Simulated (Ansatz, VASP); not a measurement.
# One calculation of KF, two programs

```
K F
1.0
    -0.08442    2.60991    2.60991
     2.60991   -0.08442    2.60991
     2.60991    2.60991   -0.08442
K F
1 1
Direct
  0.00000 0.00000 0.00000
  0.50000 0.50000 0.50000
```

Alike in both runs: task single point; functional PBE; k mesh 8 × 8 × 8; occupations gaussian, width 0.05 eV; no spin polarisation.

|  | VASP | Ansatz |
| --- | --- | --- |
| version | VASP 6.6.1 | Ansatz 0.2.0 |
| potentials or method | VASP PAW PBE potentials, release 64 (K_sv, F), cutoff 520 eV | scalar-relativistic, plane waves, PAW |
| valence electrons in the cell | 16 | 16 |

```csv
,VASP,Ansatz,Ansatz less VASP
gap on the k mesh at the Fermi level (eV),6.25,6.27,+0.017
least direct gap on the mesh (eV),6.25,6.27,+0.017
pressure (GPa),2.3,2.2,-0.06
"traceless stress, the component that is largest in VASP (GPa)",0.36,0.37,+0.005
```

The functional is the same, so the differences come from potentials, cutoffs and numerics.
